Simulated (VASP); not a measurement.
# LiH (Fm-3m) in VASP: settings compared, part 2 of 2

VASP 6.6.1. Earlier steps stand in the parts before.

**3. Single point, PBEsol+D3(BJ)**

This run uses another cell than the first one, of 7.38 Å³/atom, 0.936 times its volume.

Contents of INCAR:

```
PREC     = Accurate       # precision mode
ENCUT    = 520            # plane-wave cutoff, eV
EDIFF    = 1E-7           # SCF threshold, eV
ISMEAR   = -1             # smearing method
SIGMA    = 0.05           # smearing width, eV
LREAL    = F              # projectors in reciprocal space
LASPH    = T              # aspherical terms in the spheres
NELM     = 80             # most SCF steps
ALGO     = Normal         # electronic algorithm
ISIF     = 2              # what is computed and relaxed
LWAVE    = F              # write WAVECAR
LCHARG   = F              # write CHGCAR
GGA      = PS             # functional
IVDW     = 12             # dispersion correction
NBANDS   = 9              # bands
```

Contents of KPOINTS:

```
Automatic mesh
0
Gamma
  11 11 11
```

Contents of POSCAR:

```
LiH
1.0
    0.0000000000      1.9472101358      1.9472101358
    1.9472101358      0.0000000000      1.9472101358
    1.9472101358      1.9472101358      0.0000000000
Li H
1 1
Direct
    0.0000000000      0.0000000000      0.0000000000
    0.5000000000      0.5000000000      0.5000000000
```

Potentials or basis: VASP PAW PBE potentials, release 64 (Li_sv, H).

The run is started by

```sh
$ cat potpaw_PBE.64/Li_sv/POTCAR potpaw_PBE.64/H/POTCAR > POTCAR
$ mpirun -np 1 vasp_std > vasp.out
```

OUTCAR:

```text
PREC = Accurate
   ENCUT = 520
   EDIFF = 1E-7
   ISMEAR = -1
   LREAL = F
   LASPH = T
   NELM = 80
   ISIF = 2
   GGA = PS
   IVDW = 12
 IVDW          = 12

 ion  position               nearest neighbor table
   1  0.000  0.000  0.000-
   2  0.500  0.500  0.500-

  LATTYP: Found a face centered cubic cell.
 ALAT       =     3.8944202716

  Lattice vectors:

 A1 = (   0.0000000000,   1.9472101358,   1.9472101358)
 A2 = (   1.9472101358,   0.0000000000,   1.9472101358)
 A3 = (   1.9472101358,   1.9472101358,   0.0000000000)

Analysis of symmetry for initial positions (statically):
=====================================================================
 Subroutine PRICEL returns:
 Original cell was already a primitive cell.

 Routine SETGRP: Setting up the symmetry group for a
 face centered cubic supercell.

 Subroutine GETGRP returns: Found 48 space group operations
 (whereof 48 operations were pure point group operations)
 out of a pool of 48 trial point group operations.

The static configuration has the point symmetry O_h .

Analysis of symmetry for dynamics (positions and initial velocities):
=====================================================================
 Subroutine PRICEL returns:
 Original cell was already a primitive cell.

 Routine SETGRP: Setting up the symmetry group for a
 face centered cubic supercell.

 Subroutine GETGRP returns: Found 48 space group operations
 (whereof 48 operations were pure point group operations)
 out of a pool of 48 trial point group operations.

The dynamic configuration has the point symmetry O_h .

 Subroutine INISYM returns: Found 48 space group operations
 (whereof 48 operations are pure point group operations),
 and found     1 'primitive' translations

----------------------------------------------------------------------------------------

                                     Primitive cell

  volume of cell :      14.7662

  direct lattice vectors                    reciprocal lattice vectors
     0.000000000  1.947210136  1.947210136    -0.256777628  0.256777628  0.256777628
     1.947210136  0.000000000  1.947210136     0.256777628 -0.256777628  0.256777628
     1.947210136  1.947210136  0.000000000     0.256777628  0.256777628 -0.256777628

  length of vectors
     2.753770983  2.753770983  2.753770983     0.444751898  0.444751898  0.444751898

  position of ions in fractional coordinates (direct lattice)
     0.000000000  0.000000000  0.000000000
     0.500000000  0.500000000  0.500000000

  ion indices of the primitive-cell ions
   primitive index   ion index
                 1           1
                 2           2

----------------------------------------------------------------------------------------

 KPOINTS: Automatic mesh

Automatic generation of k-mesh.
 Grid dimensions read from file:
 generate k-points for:   11   11   11

 Generating k-lattice:

  Cartesian coordinates                     Fractional coordinates (reciprocal lattice)
    -0.023343421  0.023343421  0.023343421     0.090909091  0.000000000  0.000000000
     0.023343421 -0.023343421  0.023343421     0.000000000  0.090909091  0.000000000
     0.023343421  0.023343421 -0.023343421     0.000000000  0.000000000  0.090909091

  Length of vectors
     0.040431991  0.040431991  0.040431991

  Shift w.r.t. Gamma in fractional coordinates (k-lattice)
     0.000000000  0.000000000  0.000000000

 Subroutine IBZKPT returns following result:
 ===========================================

 Found     56 irreducible k-points:

 Following reciprocal coordinates:
            Coordinates               Weight
  0.000000  0.000000  0.000000      1.000000
  0.090909  0.000000  0.000000      8.000000
  0.181818  0.000000  0.000000      8.000000
  0.272727  0.000000  0.000000      8.000000
  0.363636  0.000000  0.000000      8.000000
  0.454545  0.000000  0.000000      8.000000
[... 16 lines left out ...]
 -0.272727  0.181818  0.000000     24.000000
 -0.181818  0.181818  0.000000     12.000000
 [... further k-points ...]
   k-points           NKPTS =     56   k-points in BZ     NKDIM =     56   number of bands    NBANDS=      9
   number of dos      NEDOS =    301   number of ions     NIONS =      2
   total plane-waves  NPLWV =   8000
   dimension x,y,z NGX =    20 NGY =   20 NGZ =   20
   dimension x,y,z NGXF=    40 NGYF=   40 NGZF=   40
   ions per type =               1   1
   NGX,Y,Z   is equivalent  to a cutoff of  12.07, 12.07, 12.07 a.u.
   NGXF,Y,Z  is equivalent  to a cutoff of  24.15, 24.15, 24.15 a.u.
 SYSTEM =  unknown system
   PREC   = accura    normal or accurate (medium, high low for compatibility)
   ISTART =      0    job   : 0-new  1-cont  2-samecut
   ICHARG =      2    charge: 1-file 2-atom 10-const
   ISPIN  =      1    spin polarized calculation?
   LNONCOLLINEAR =      F non collinear calculations
   LSORBIT =      F    spin-orbit coupling
   LASPH  =      T    aspherical Exc in radial PAW
   ENCUT  =  520.0 eV  38.22 Ry    6.18 a.u.   5.12  5.12  5.12*2*pi/ulx,y,z
   NELM   =     80;   NELMIN=  2; NELMDL= -5     # of ELM steps
   EDIFF  = 0.1E-06   stopping-criterion for ELM
   LREAL  =      F    real-space projection
   EDIFFG = 0.1E-05   stopping-criterion for IOM
   NSW    =      0    number of steps for IOM
   IBRION =     -1    ionic relax: 0-MD 1-quasi-New 2-CG
   NFREE  =      0    steps in history (QN), initial steepest desc. (CG)
   ISIF   =      2    stress and relaxation
   ISYM   =      2    0-nonsym 1-usesym 2-fastsym
   POTIM  = 0.5000    time-step for ionic-motion
   TEBEG  =    0.0;   TEEND  =   0.0 temperature during run
   PSTRESS=    0.0 pullay stress
   NELECT =       4.0000    total number of electrons
   NUPDOWN=      -1.0000    fix difference up-down
   EMIN   =  10.00;   EMAX   =-10.00  energy-range for DOS
   EFERMI =   0.00;   METHOD = LEGACY
   ISMEAR =    -1;   SIGMA  =   0.05  broadening in eV -4-tet -1-fermi 0-gaus
   EFERMI_NEDOS =   21; number of points for ismear=-14 and -15
   IALGO  =     38    algorithm
   IMIX   =      4    mixing-type and parameters
     AMIX     =   0.40;   BMIX     =  1.00
     AMIX_MAG =   1.60;   BMIX_MAG =  1.00
  volume/ion in A,a.u.               =       7.38        49.82
  Fermi-wavevector in a.u.,A,eV,Ry     =   1.059267  2.001724 15.266363  1.122046
  Thomas-Fermi vector in A             =   2.194606
   LORBIT       =      0    0 simple, 1 ext, 2 COOP (PROOUT), +10 PAW based schemes
   GGA     = PS    functional components
   LHFCALC =     F    Hartree Fock is set to
   AEXX    =    0.0000 exact exchange contribution
   IVDW    =    12    specifies the selected vdW correction
   LEPSILON=     F    determine dielectric tensor
   LRPA    =     F    only Hartree local field effects (RPA)
 non-spin polarized calculation
  energy-cutoff  :      520.00
  volume of cell :       14.77
 maximum number of plane-waves:       411
   NGX = 11   NGY = 11   NGZ = 11

 number of electron       3.9999994 magnetization

 Free energy of the ion-electron system (eV)
  ---------------------------------------------------
  ext. energy  EPLUGINS =         0.00000000
  ---------------------------------------------------
  free energy    TOTEN  =        -6.11161229 eV

  energy without entropy =       -6.11161229  energy(sigma->0) =       -6.11161229

 E-fermi :   1.7632     XC(G=0):  -8.8944

 val. band max:        0.5302365096   @ k =  -0.4545   0.4545   0.0000
 cond. band min:       3.4128102805   @ k =  -0.4545   0.4545   0.0000
 fundamental gap:      2.8825737709
 Fermi energy:         1.7632107645

 k-point     1 :       0.0000    0.0000    0.0000
  band No.  band energies     occupation
      1     -43.0617      2.00000
      2      -5.2933      2.00000
      3      17.8365      0.00000
      4      19.1909      0.00000
      5      19.1909      0.00000
      6      19.1909      0.00000
      7      23.9893      0.00000
      8      23.9893      0.00000
      9      23.9893      0.00000
[... 265 lines left out ...]
 k-point    24 :      -0.1818    0.1818    0.0000
  band No.  band energies     occupation
      1     -43.0158      2.00000
      2      -3.7166      2.00000
      3      11.0560      0.00000
      4      11.3246      0.00000
      5      17.4639      0.00000
      6      18.8626      0.00000
      7      23.0105      0.00000
      8      24.9024      0.00000
      9      26.6087      0.00000

 [... further k-points ...]

------------------------ aborting loop because EDIFF is reached ----------------------------------------

 Edisp (eV)   -0.29451

 E8    (eV) :    -0.1746

  FORCE on cell =-STRESS in cart. coord.  units (eV):
  Direction    XX          YY          ZZ          XY          YZ          ZX
  --------------------------------------------------------------------------------------
  -------------------------------------------------------------------------------------
  Total      -0.06660    -0.06660    -0.06660     0.00000    -0.00000    -0.00000
  in kB      -7.22659    -7.22659    -7.22659     0.00000    -0.00000    -0.00000
  external pressure =       -7.23 kB  Pullay stress =        0.00 kB

 VOLUME and BASIS-vectors are now :
 -----------------------------------------------------------------------------
  energy-cutoff  :      520.00
  volume of cell :       14.77
      direct lattice vectors                 reciprocal lattice vectors
     0.000000000  1.947210136  1.947210136    -0.256777628  0.256777628  0.256777628
     1.947210136  0.000000000  1.947210136     0.256777628 -0.256777628  0.256777628
     1.947210136  1.947210136  0.000000000     0.256777628  0.256777628 -0.256777628

 POSITION                                       TOTAL-FORCE (eV/Angst)
 -----------------------------------------------------------------------------------
      0.00000      0.00000      0.00000         0.000000      0.000000      0.000000
      1.94721      1.94721      1.94721         0.000000     -0.000000      0.000000
 -----------------------------------------------------------------------------------
    total drift:                                0.000000     -0.000000      0.000000

  FREE ENERGIE OF THE ION-ELECTRON SYSTEM (eV)
  ---------------------------------------------------
  free  energy   TOTEN  =        -6.4061196989 eV

  energy  without entropy=       -6.4061196989  energy(sigma->0) =       -6.40611970
```

It took 12 s on 1 thread of Intel Xeon 8259CL, shared host; peak memory 0.13 GiB.

Results:

* Free energy: -6.4061 eV
* Band gap on the k mesh: 2.88 eV, direct
* Dispersion energy per atom: -0.147 eV

Caveat: the cutoff is under 1.25 times the usual one of these potentials, so pressure, stress and relaxed cells hold a basis-set (Pulay) error; three body term missing; the PAW data sets were made with another functional, which shifts forces and pressure a little. A k mesh can miss the band edges.

**4. Single point, PBEsol+D4**

This run uses another cell than the first one, of 7.74 Å³/atom, 0.981 times its volume.

Contents of INCAR:

```
SYSTEM = LiH
PREC = Accurate ; ENCUT = 520
EDIFF = 1E-6 ; ISMEAR = -1
SIGMA = 0.05 ; LREAL = .FALSE.
LASPH = .TRUE. ; NELM = 80
ALGO = Normal ; ISIF = 2
LWAVE = .FALSE. ; LCHARG = .FALSE.
GGA = PS ; IVDW = 13
NBANDS = 9
```

Contents of KPOINTS:

```
regular mesh
0
G
  11 11 11
  0 0 0
```

Contents of POSCAR:

```
LiH
1.0
    0.0000000000      1.9776738636      1.9776738636
    1.9776738636      0.0000000000      1.9776738636
    1.9776738636      1.9776738636      0.0000000000
Li H
1 1
Direct
    0.0000000000      0.0000000000      0.0000000000
    0.5000000000      0.5000000000      0.5000000000
```

Potentials or basis: VASP PAW PBE potentials, release 64 (Li_sv, H).

The run is started by

```sh
$ cat potpaw_PBE.64/Li_sv/POTCAR potpaw_PBE.64/H/POTCAR > POTCAR
$ mpirun -np 1 vasp_std > vasp.out
```

OUTCAR:

```text
SYSTEM = LiH
   PREC = Accurate
   ENCUT = 520
   EDIFF = 1E-6
   ISMEAR = -1
   LREAL = .FALSE.
   LASPH = .TRUE.
   NELM = 80
   ISIF = 2
   GGA = PS
   IVDW = 13

 ion  position               nearest neighbor table
   1  0.000  0.000  0.000-
   2  0.500  0.500  0.500-

  LATTYP: Found a face centered cubic cell.
 ALAT       =     3.9553477272

  Lattice vectors:

 A1 = (   0.0000000000,   1.9776738636,   1.9776738636)
 A2 = (   1.9776738636,   0.0000000000,   1.9776738636)
 A3 = (   1.9776738636,   1.9776738636,   0.0000000000)

Analysis of symmetry for initial positions (statically):
=====================================================================
 Subroutine PRICEL returns:
 Original cell was already a primitive cell.

 Routine SETGRP: Setting up the symmetry group for a
 face centered cubic supercell.

 Subroutine GETGRP returns: Found 48 space group operations
 (whereof 48 operations were pure point group operations)
 out of a pool of 48 trial point group operations.

The static configuration has the point symmetry O_h .

Analysis of symmetry for dynamics (positions and initial velocities):
=====================================================================
 Subroutine PRICEL returns:
[... 168 lines left out ...]
      3      16.9757      0.00000
      4      18.4801      0.00000
      5      18.4801      0.00000
      6      18.4801      0.00000
      7      23.1764      0.00000
      8      23.1764      0.00000
      9      23.1764      0.00000
[... 265 lines left out ...]
 k-point    24 :      -0.1818    0.1818    0.0000
  band No.  band energies     occupation
      1     -43.2842      2.00000
      2      -3.7934      2.00000
      3      10.6232      0.00000
      4      10.7671      0.00000
      5      16.7608      0.00000
      6      18.1678      0.00000
      7      22.2045      0.00000
      8      24.0467      0.00000
      9      25.7156      0.00000

 [... further k-points ...]

------------------------ aborting loop because EDIFF is reached ----------------------------------------

  DFT-D4 for vdW energy calculation

  Edisp (eV):   -0.08226

  FORCE on cell =-STRESS in cart. coord.  units (eV):
  Direction    XX          YY          ZZ          XY          YZ          ZX
  --------------------------------------------------------------------------------------
  -------------------------------------------------------------------------------------
  Total      -0.02021    -0.02021    -0.02021     0.00000     0.00000    -0.00000
  in kB      -2.09319    -2.09319    -2.09319     0.00000     0.00000    -0.00000
  external pressure =       -2.09 kB  Pullay stress =        0.00 kB

 VOLUME and BASIS-vectors are now :
 -----------------------------------------------------------------------------
  energy-cutoff  :      520.00
  volume of cell :       15.47
      direct lattice vectors                 reciprocal lattice vectors
     0.000000000  1.977673864  1.977673864    -0.252822272  0.252822272  0.252822272
     1.977673864  0.000000000  1.977673864     0.252822272 -0.252822272  0.252822272
     1.977673864  1.977673864  0.000000000     0.252822272  0.252822272 -0.252822272

 POSITION                                       TOTAL-FORCE (eV/Angst)
 -----------------------------------------------------------------------------------
      0.00000      0.00000      0.00000         0.000000      0.000000      0.000000
      1.97767      1.97767      1.97767         0.000000     -0.000000      0.000000
 -----------------------------------------------------------------------------------
    total drift:                                0.000000     -0.000000     -0.000000

  FREE ENERGIE OF THE ION-ELECTRON SYSTEM (eV)
  ---------------------------------------------------
  free  energy   TOTEN  =        -6.2018229565 eV

  energy  without entropy=       -6.2018229565  energy(sigma->0) =       -6.20182296
```

stdout:

```text
POSCAR found type information on POSCAR LiH
 POSCAR found :  2 types and       2 ions
 scaLAPACK will be used
 -----------------------------------------------------------------------------
|                                                                             |
|                                                                             |
|     You enforced a specific xc type in the INCAR file but a different       |
|     I HOPE YOU KNOW WHAT YOU ARE DOING!                                     |
|                                                                             |
 -----------------------------------------------------------------------------

 LDA part: xc-table for (Slater+PW92), standard interpolation
 POSCAR, INCAR and KPOINTS ok, starting setup
 FFT: planning ... GRIDC
 FFT: planning ... GRID_SOFT
 FFT: planning ... GRID
 WAVECAR not read
 entering main loop
```

Run time: 14 s. Hardware: 1 thread of Intel Xeon 8259CL, shared host; peak memory 0.13 GiB.

Results:

* Free energy: -6.2018 eV
* Band gap on the k mesh: 2.92 eV, direct
* Dispersion energy per atom: -0.041 eV

Caveat: the cutoff is under 1.25 times the usual one of these potentials, so pressure, stress and relaxed cells hold a basis-set (Pulay) error; the PAW data sets were made with another functional, which shifts forces and pressure a little. A hybrid or GW would open this gap; PBEsol tends to underestimate it.

**5. Overview**

| level | cell | gap on the mesh (eV) |
| --- | --- | --- |
| PBEsol | a = 2.815 Å, angles 60.0°, 2 atoms | 2.93 |
| PBEsol+D3(BJ) | a = 2.754 Å, angles 60.0°, 2 atoms | 2.88 |
| PBEsol+D4 | a = 2.797 Å, angles 60.0°, 2 atoms | 2.92 |

Alike in all rows: task single point; potentials or basis VASP PAW PBE potentials, release 64 (Li_sv, H); no spin polarisation; k mesh 11 × 11 × 11; cutoff (eV) 520; smearing fermi-dirac 0.05 eV.

Caveats: the cutoff is under 1.25 times the usual one of these potentials, so pressure, stress and relaxed cells hold a basis-set (Pulay) error; the PAW data sets were made with another functional, which shifts forces and pressure a little; three body term missing (some runs).

Absolute energies hang on the potentials; compare differences alone.
